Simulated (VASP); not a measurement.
Set up this calculation in VASP 6.6.1, as the native input.

```
Task                   : single point
Functional             : PBE
Potentials or basis    : VASP PAW PBE potentials, release 64 (Lu)
Cutoff                 : 520 eV
k mesh                 : 12 × 12 × 12
Occupations            : fermi-dirac, width 0.1 eV
Spin                   : no spin polarisation
Dipole correction      : no
Further INCAR settings : ALGO = Normal; EDIFF = 1e-06; NBANDS = 18
```

The structure of Lu lies in POSCAR:

```
Lu
1.0
    3.2070821620      0.0000000000      0.0000000000
    0.0000000000      3.2070821620      0.0000000000
    0.0000000000      0.0000000000      3.2070821620
Lu
1
Direct
    0.0000000000      0.0000000000      0.0000000000
```

This isn't the form of Lu at room conditions, which is hcp.

One way to write it, as run:

INCAR

```
PREC = Accurate ; ENCUT = 520
EDIFF = 1E-6 ; ISMEAR = -1
SIGMA = 0.1 ; LREAL = False
LASPH = True ; NELM = 60
ALGO = Normal ; ISIF = 2
LWAVE = False ; LCHARG = False
GGA = PE ; NBANDS = 18
```

KPOINTS

```
Automatic mesh
0
Gamma
  12 12 12
```

Potentials or basis: VASP PAW PBE potentials, release 64 (Lu).

Launch:

```console
$ cat potpaw_PBE.64/Lu/POTCAR > POTCAR
$ mpirun -np 1 vasp_std > vasp.out
```

Results of the run:

| Property | Result |
| --- | --- |
| Pressure | 0.1 GPa |
| Band gap on the k mesh | zero (an odd number of electrons rules out a gap without spin polarisation) |

Caveat: spin-orbit coupling is left out, which moves the levels of the heavy elements.

It took 10 s on 1 thread of Intel(R) Xeon(R) 6975P-C (Granite Rapids) (shared host), peak memory 0.18 GiB.
